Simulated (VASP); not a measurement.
Runs of VASP 6.6.1 on Al. The structure is that of space group Cmcm (No. 63), or close to it. The cells are those of the table. 

```tsv
cell	k mesh	gap on the mesh (eV)	pressure (GPa)	largest force (eV/Å)
a = 4.378, b = 4.378, c = 4.000 Å, angles 102.4, 102.4, 143.6°, 2 atoms	17 × 17 × 12	none	9.5	0.08
a = 4.569, b = 4.569, c = 4.174 Å, angles 102.4, 102.4, 143.6°, 2 atoms	13 × 13 × 9	none	0.1	-
a = 4.444, b = 4.444, c = 4.059 Å, angles 102.4, 102.4, 143.6°, 2 atoms	17 × 17 × 12	none	5.6	0.06
a = 4.507, b = 4.507, c = 4.117 Å, angles 102.4, 102.4, 143.6°, 2 atoms	17 × 17 × 12	none	(a)	0.03
```

Alike in all rows: task single point; level BLYP; potentials or basis VASP PAW PBE potentials, release 64 (Al); no spin polarisation; cutoff (eV) 520; smearing fermi-dirac 0.1 eV.

Question: Fill in the values left out.

Answer: (a) 2.5.

Caveats: the PAW data sets were made with another functional, which shifts forces and pressure a little; the cell stands under pressure (at least some runs).

A gap of «none» marks levels without a gap at the run's occupations.
